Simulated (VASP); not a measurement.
# BAs: single point with PBE

BAs:

```xyz
2
Lattice="0.0000 2.4353 2.4353 2.4353 0.0000 2.4353 2.4353 2.4353 0.0000" Properties=species:S:1:pos:R:3 pbc="T T T"
B     0.0000    0.0000    0.0000
As    3.6530    3.6530    3.6530
```

This cell differs from its parent crystal: volume scaled by 1.06.

```json
{
 "Program": "VASP 6.6.1",
 "Task": "single point",
 "Functional": "PBE",
 "Potentials or basis": "VASP PAW PBE potentials, release 64 (B, As)",
 "Cutoff": "520 eV",
 "k mesh": "15 × 15 × 15",
 "Occupations": "fermi-dirac, width 0.03 eV",
 "Spin": "no spin polarisation"
}
```

- Pressure: -4.1 GPa
- Band gap on the k mesh: 1.23 eV, indirect (least direct gap 3.21 eV)

Levels at points of the mesh, in eV from the valence-band top:
```csv
k point,band 1,band 2,band 3,band 4,band 5,band 6,band 7,band 8
"(0.00, 0.00, 0.00)",-14.88,0.00,0.00,0.00,3.21,3.21,3.21,3.96
```

It took 23 s on 1 thread of AMD EPYC 9R45 96-Core Processor (Zen 5) (shared host), peak memory 0.15 GiB.

 A k mesh can miss the band edges.
